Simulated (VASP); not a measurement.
# ZnSe (P4/nmm) in VASP: density of states with LDA

Aim: the density of states of ZnSe with LDA.

Program: VASP 6.6.1. These are calculated values, not measurements. Logs are shortened: lines on timing, memory, paths and dates and some standing lists are left out, and cuts for length are marked.

## 1. The cell of the first run

The structure is tetragonal, space group P4/nmm (No. 129). The conventional cell has a = 4.108 Å, b = 4.108 Å, c = 6.070 Å, α = 90.00°, β = 90.00°, γ = 90.00°. Zn (site symmetry -4m2) has 4 Se at 2.54 Å and 4 Zn at 2.90 Å within 3.4 Å. Se (site symmetry 4mm) has 4 Zn at 2.54 Å within 3.4 Å.

## 2. Density of states, LDA

POSCAR reads:

```
ZnSe
1.0
    4.1077020000      0.0000000000      0.0000000000
    0.0000000000      4.1077020000      0.0000000000
    0.0000000000      0.0000000000      6.0703500000
Zn Se
2 2
Direct
    0.0000000000      0.0000000000      0.0000000000
    0.5000000000      0.5000000000      0.0000000000
    0.0000000000      0.5000000000      0.2462800000
    0.5000000000      0.0000000000      0.7537200000
```

INCAR.step1 reads:

```
SYSTEM = ZnSe
PREC = Accurate
ENCUT = 520
EDIFF = 1E-6
ISMEAR = 0
SIGMA = 0.01
LREAL = .False.
LASPH = .True.
NELM = 80
ALGO = Normal
ISIF = 2
LWAVE = .False.
LCHARG = .True.
GGA = CA
NBANDS = 26
```

KPOINTS.step1 reads:

```
Automatic mesh
0
Gamma
  6 6 4
  0 0 0
```

INCAR.step2 reads:

```
SYSTEM = ZnSe
PREC = Accurate
ENCUT = 520
EDIFF = 1E-6
ISMEAR = -5
SIGMA = 0.01
LREAL = .False.
LASPH = .True.
NELM = 80
ALGO = Normal
ISIF = 2
LWAVE = .False.
LCHARG = .False.
GGA = CA
LORBIT = 10
NEDOS = 2001
ICHARG = 11
```

KPOINTS.step2 reads:

```
Automatic mesh
0
Gamma
  9 9 6
  0 0 0
```

Potentials or basis: VASP PAW LDA potentials, release 64 (Zn, Se).

On the command line:

```sh
$ cat potpaw_LDA.64/Zn/POTCAR potpaw_LDA.64/Se/POTCAR > POTCAR
$ cp INCAR.step1 INCAR
$ cp KPOINTS.step1 KPOINTS
$ mpirun -np 1 vasp_std > vasp.out
$ cp INCAR.step2 INCAR
$ cp KPOINTS.step2 KPOINTS
$ mpirun -np 1 vasp_std > vasp.out
```

OUTCAR:

```text
SYSTEM = ZnSe
   PREC = Accurate
   ENCUT = 520
   EDIFF = 1E-6
   ISMEAR = -5
   LREAL = .False.
   LASPH = .True.
   NELM = 80
   ISIF = 2
   GGA = CA
   LORBIT = 10
   ICHARG = 11

 ion  position               nearest neighbor table
   1  0.000  0.000  0.000-   3 2.54   4 2.54   3 2.54   4 2.54   2 2.90   2 2.90   2 2.90   2 2.90

   2  0.500  0.500  0.000-   3 2.54   4 2.54   4 2.54   3 2.54   1 2.90   1 2.90   1 2.90   1 2.90

   3  0.000  0.500  0.246-   1 2.54   2 2.54   1 2.54   2 2.54
   4  0.500  0.000  0.754-   1 2.54   2 2.54   2 2.54   1 2.54

  LATTYP: Found a simple tetragonal cell.
 ALAT       =     4.1077020000
 C/A-ratio  =     1.4777970749

  Lattice vectors:

 A1 = (   4.1077020000,   0.0000000000,   0.0000000000)
 A2 = (   0.0000000000,   4.1077020000,   0.0000000000)
 A3 = (   0.0000000000,   0.0000000000,   6.0703500000)

Analysis of symmetry for initial positions (statically):
=====================================================================
 Subroutine PRICEL returns:
 Original cell was already a primitive cell.

 Routine SETGRP: Setting up the symmetry group for a
 simple tetragonal supercell.

 Subroutine GETGRP returns: Found 16 space group operations
 (whereof  8 operations were pure point group operations)
 out of a pool of 16 trial point group operations.

The static configuration has the point symmetry D_2d.
 The point group associated with its full space group is D_4h.

Analysis of symmetry for dynamics (positions and initial velocities):
=====================================================================
 Subroutine PRICEL returns:
 Original cell was already a primitive cell.

 Routine SETGRP: Setting up the symmetry group for a
 simple tetragonal supercell.

 Subroutine GETGRP returns: Found 16 space group operations
 (whereof  8 operations were pure point group operations)
 out of a pool of 16 trial point group operations.

The dynamic configuration has the point symmetry D_2d.
 The point group associated with its full space group is D_4h.

 Subroutine INISYM returns: Found 16 space group operations
 (whereof  8 operations are pure point group operations),
 and found     1 'primitive' translations

----------------------------------------------------------------------------------------

                                     Primitive cell

  volume of cell :     102.4263

  direct lattice vectors                    reciprocal lattice vectors
     4.107702000  0.000000000  0.000000000     0.243445118  0.000000000  0.000000000
     0.000000000  4.107702000  0.000000000     0.000000000  0.243445118  0.000000000
     0.000000000  0.000000000  6.070350000     0.000000000  0.000000000  0.164735147

  length of vectors
     4.107702000  4.107702000  6.070350000     0.243445118  0.243445118  0.164735147

  position of ions in fractional coordinates (direct lattice)
     0.000000000  0.000000000  0.000000000
     0.500000000  0.500000000  0.000000000
     0.000000000  0.500000000  0.246280000
     0.500000000  0.000000000  0.753720000

  ion indices of the primitive-cell ions
   primitive index   ion index
                 1           1
                 2           2
                 3           3
                 4           4

----------------------------------------------------------------------------------------

 KPOINTS: Automatic mesh

Automatic generation of k-mesh.
 Grid dimensions read from file:
 generate k-points for:    9    9    6

 Generating k-lattice:

  Cartesian coordinates                     Fractional coordinates (reciprocal lattice)
     0.027049458  0.000000000  0.000000000     0.111111111  0.000000000  0.000000000
     0.000000000  0.027049458  0.000000000     0.000000000  0.111111111  0.000000000
     0.000000000  0.000000000  0.027455858     0.000000000  0.000000000  0.166666667

  Length of vectors
     0.027049458  0.027049458  0.027455858

  Shift w.r.t. Gamma in fractional coordinates (k-lattice)
     0.000000000  0.000000000  0.000000000

 TETIRR: Found    723 inequivalent tetrahedra from     2916

 Subroutine IBZKPT returns following result:
 ===========================================

 Found     60 irreducible k-points:

 Following reciprocal coordinates:
            Coordinates               Weight
  0.000000  0.000000  0.000000      1.000000
  0.111111  0.000000  0.000000      4.000000
  0.222222  0.000000  0.000000      4.000000
  0.333333  0.000000  0.000000      4.000000
  0.444444  0.000000  0.000000      4.000000
  0.111111  0.111111  0.000000      4.000000
[... 16 lines left out ...]
  0.333333  0.111111  0.166667     16.000000
  0.444444  0.111111  0.166667     16.000000
 [... further k-points ...]
   k-points           NKPTS =     60   k-points in BZ     NKDIM =     60   number of bands    NBANDS=     22
   number of dos      NEDOS =   2001   number of ions     NIONS =      4
   total plane-waves  NPLWV =  49152
   dimension x,y,z NGX =    32 NGY =   32 NGZ =   48
   dimension x,y,z NGXF=    64 NGYF=   64 NGZF=   96
   ions per type =               2   2
   NGX,Y,Z   is equivalent  to a cutoff of  12.95, 12.95, 13.15 a.u.
   NGXF,Y,Z  is equivalent  to a cutoff of  25.90, 25.90, 26.29 a.u.
 SYSTEM =  ZnSe
   PREC   = accura    normal or accurate (medium, high low for compatibility)
   ISTART =      0    job   : 0-new  1-cont  2-samecut
   ICHARG =     11    charge: 1-file 2-atom 10-const
   ISPIN  =      1    spin polarized calculation?
   LNONCOLLINEAR =      F non collinear calculations
   LSORBIT =      F    spin-orbit coupling
   LASPH  =      T    aspherical Exc in radial PAW
   ENCUT  =  520.0 eV  38.22 Ry    6.18 a.u.   7.64  7.64 11.29*2*pi/ulx,y,z
   NELM   =     80;   NELMIN=  2; NELMDL=  0     # of ELM steps
   EDIFF  = 0.1E-05   stopping-criterion for ELM
   LREAL  =      F    real-space projection
   EDIFFG = 0.1E-04   stopping-criterion for IOM
   NSW    =      0    number of steps for IOM
   IBRION =     -1    ionic relax: 0-MD 1-quasi-New 2-CG
   NFREE  =      0    steps in history (QN), initial steepest desc. (CG)
   ISIF   =      2    stress and relaxation
   ISYM   =      2    0-nonsym 1-usesym 2-fastsym
   POTIM  = 0.5000    time-step for ionic-motion
   TEBEG  =    0.0;   TEEND  =   0.0 temperature during run
   PSTRESS=    0.0 pullay stress
   NELECT =      36.0000    total number of electrons
   NUPDOWN=      -1.0000    fix difference up-down
   EMIN   =  10.00;   EMAX   =-10.00  energy-range for DOS
   EFERMI =   0.00;   METHOD = LEGACY
   ISMEAR =    -5;   SIGMA  =   0.01  broadening in eV -4-tet -1-fermi 0-gaus
   EFERMI_NEDOS =   21; number of points for ismear=-14 and -15
   IALGO  =     38    algorithm
   IMIX   =      4    mixing-type and parameters
     AMIX     =   0.40;   BMIX     =  1.00
     AMIX_MAG =   1.60;   BMIX_MAG =  1.00
  volume/ion in A,a.u.               =      25.61       172.80
  Fermi-wavevector in a.u.,A,eV,Ry     =   1.155328  2.183253 18.160809  1.334782
  Thomas-Fermi vector in A             =   2.291957
   LORBIT       =     10    0 simple, 1 ext, 2 COOP (PROOUT), +10 PAW based schemes
   GGA     = CA    functional components
   LHFCALC =     F    Hartree Fock is set to
   AEXX    =    0.0000 exact exchange contribution
   IVDW    =     0    specifies the selected vdW correction
   LEPSILON=     F    determine dielectric tensor
   LRPA    =     F    only Hartree local field effects (RPA)
 non-spin polarized calculation
 Fermi weights with tetrahedron method with Bloechl corrections
  energy-cutoff  :      520.00
  volume of cell :      102.43
 maximum number of plane-waves:      2778
 NGX is ok and might be reduce to    32

 number of electron      35.9999984 magnetization

 Free energy of the ion-electron system (eV)
  ---------------------------------------------------
  ext. energy  EPLUGINS =         0.00000000
  ---------------------------------------------------
  free energy    TOTEN  =       -13.84462297 eV

  energy without entropy =      -13.84462297  energy(sigma->0) =      -13.84462297

 E-fermi :   0.5207     XC(G=0):  -9.0637

 val. band max:        0.5186385838   @ k =   0.0000   0.0000   0.0000
 cond. band min:       2.2472878569   @ k =   0.0000   0.0000   0.0000
 fundamental gap:      1.7286492731
 Fermi energy:         0.5206891881

 k-point     1 :       0.0000    0.0000    0.0000
  band No.  band energies     occupation
      1     -12.3918      2.00000
      2     -11.4704      2.00000
      3      -6.3226      2.00000
      4      -6.3009      2.00000
      5      -6.2295      2.00000
      6      -6.2295      2.00000
[... 14 lines left out ...]
     21       3.4009      0.00000
     22       6.1866      0.00000

 k-point     2 :       0.1111    0.0000    0.0000
  band No.  band energies     occupation
      1     -12.3417      2.00000
      2     -11.4686      2.00000
      3      -6.3138      2.00000
      4      -6.2784      2.00000
      5      -6.2155      2.00000
      6      -6.2088      2.00000
[... 14 lines left out ...]
     21       3.8232      0.00000
     22       6.2721      0.00000

 k-point     3 :       0.2222    0.0000    0.0000
  band No.  band energies     occupation
      1     -12.2019      2.00000
      2     -11.4741      2.00000
      3      -6.2825      2.00000
      4      -6.2171      2.00000
      5      -6.1674      2.00000
      6      -6.1536      2.00000
[... 14 lines left out ...]
     21       5.0148      0.00000
     22       6.4673      0.00000
[... 476 lines left out ...]
 k-point    23 :       0.3333    0.1111    0.1667
  band No.  band energies     occupation
      1     -11.9463      2.00000
      2     -11.5158      2.00000
      3      -6.2860      2.00000
      4      -6.0995      2.00000
      5      -6.0843      2.00000
      6      -6.0633      2.00000
[... 14 lines left out ...]
     21       5.6580      0.00000
     22       6.2413      0.00000

 k-point    24 :       0.4444    0.1111    0.1667
  band No.  band energies     occupation
      1     -11.7516      2.00000
      2     -11.5993      2.00000
      3      -6.1960      2.00000
      4      -6.0865      2.00000
      5      -6.0107      2.00000
      6      -6.0006      2.00000
[... 14 lines left out ...]
     21       5.6455      0.00000
     22       5.9381      0.00000

 [... further k-points ...]
[... 5 lines left out ...]
  --------------------------------------------------------------------------------------
  -------------------------------------------------------------------------------------
  Total       -3.0494468     -3.0494468     -2.5357620      0.0000000      0.0000000     -0.0000000
  in kB      -47.7001840    -47.7001840    -39.6650017      0.0000000      0.0000000     -0.0000000
  external PRESSURE =     -45.0217899 kB  Pullay stress =       0.0000000 kB

 VOLUME and BASIS-vectors are now :
 -----------------------------------------------------------------------------
  energy-cutoff  :      520.00
  volume of cell :      102.43
      direct lattice vectors                 reciprocal lattice vectors
     4.107702000  0.000000000  0.000000000     0.243445118  0.000000000  0.000000000
     0.000000000  4.107702000  0.000000000     0.000000000  0.243445118  0.000000000
     0.000000000  0.000000000  6.070350000     0.000000000  0.000000000  0.164735147

 POSITION                                       TOTAL-FORCE (eV/Angst)
 -----------------------------------------------------------------------------------
      0.00000      0.00000      0.00000        -0.000000      0.000000     -0.000000
      2.05385      2.05385      0.00000         0.000000     -0.000000     -0.000000
      0.00000      2.05385      1.49501        -0.000000      0.000000     -0.576818
      2.05385      0.00000      4.57534        -0.000000      0.000000      0.576818
 -----------------------------------------------------------------------------------
    total drift:                                0.000000     -0.000000     -0.000000

  FREE ENERGIE OF THE ION-ELECTRON SYSTEM (eV)
  ---------------------------------------------------
  free  energy   TOTEN  =       -13.8446229658 eV

  energy  without entropy=      -13.8446229658  energy(sigma->0) =      -13.84462297

 total charge

# of ion       s       p       d       tot
------------------------------------------
    1        0.523   0.429   9.788  10.739
    2        0.523   0.429   9.788  10.739
    3        1.474   2.314   0.028   3.816
    4        1.474   2.314   0.028   3.816
--------------------------------------------------
tot          3.994   5.485  19.632  29.110
```

Run time: 4 min. Hardware: 1 thread of AMD EPYC 7R13, shared host; peak memory 0.22 GiB.

What came out:

* Valence electrons inside the program's atomic spheres: Zn 10.74; Se 3.82

Levels at points of the mesh, in eV from the valence-band top:
| k point | band 15 | band 16 | band 17 | band 18 | band 19 | band 20 | band 21 | band 22 |
| --- | --- | --- | --- | --- | --- | --- | --- | --- |
| (0.00, 0.00, 0.00) | -2.14 | 0.00 | 0.00 | 0.00 | 1.73 | 1.78 | 2.88 | 5.67 |
| (0.00, 0.00, 0.50) | -1.99 | -1.18 | -0.28 | -0.28 | 1.87 | 3.23 | 3.53 | 5.12 |
